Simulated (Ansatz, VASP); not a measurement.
**B in VASP and in Ansatz**

```xyz
1
Lattice="1.7024 0.0000 0.0000 -0.8512 1.4744 0.0000 0.0000 0.0000 3.6354" Properties=species:S:1:pos:R:3 pbc="T T T"
B     0.0000    0.0000    0.0000
```

Alike in both runs: task single point; functional PBEsol; k mesh 23 × 23 × 10; no spin polarisation.

|  | VASP | Ansatz |
| --- | --- | --- |
| version | VASP 6.6.1 | Ansatz 0.2.0 |
| potentials or method | VASP PAW PBE potentials, release 64 (B), cutoff 500 eV | plane waves, PAW |
| occupations | methfessel-paxton of order 1, width 0.1 eV | cold |
| valence electrons in the cell | 3 | 3 |

```csv
,VASP,Ansatz,Ansatz less VASP
pressure (GPa),1.4,1.1,-0.25
"traceless stress, the component that is largest in VASP (GPa)",-2.25,-1.91,+0.341
```

VASP's potentials were made for PBE, not for PBEsol.
